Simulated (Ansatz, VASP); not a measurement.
## Co in VASP and in Ansatz

```
Co
1.0
     2.45541    0.00000    0.00000
    -1.22770    2.12645    0.00000
     0.00000    0.00000    3.99416
Co
2
Direct
  0.66667 0.33333 0.75000
  0.33333 0.66667 0.25000
```

Change from the starting cell: volume scaled by 0.98.

Alike in both runs: task single point; functional PBEsol; k mesh 12 × 12 × 7; occupations fermi-dirac, width 0.05 eV; collinear spin.

```csv
,VASP,Ansatz
version,VASP 6.6.1,Ansatz 0.2.0
potentials or method,"VASP PAW PBE potentials, release 64 (Co), cutoff 520 eV","all-electron LAPW, scalar-relativistic"
```

|  | VASP | Ansatz | Ansatz less VASP |
| --- | --- | --- | --- |
| gap on the k mesh at the Fermi level (eV) | none | none | - |
| pressure (GPa) | -2.3 | -1.5 | +0.83 |
| traceless stress, the component that is largest in VASP (GPa) | -1.88 | -1.90 | -0.025 |
| net moment per atom (μB) | 1.57 | 1.57 | +0.008 |
| size of the moment on the site where the two differ most (μB) | 1.57 | 1.62 | +0.048 |

VASP's potentials were made for PBE, not for PBEsol. Site moments also hang on the region over which each program counts them. A gap of «none» marks a metal or a gap that the smearing closes. Ansatz ran all-electron here, and VASP with PAW potentials.
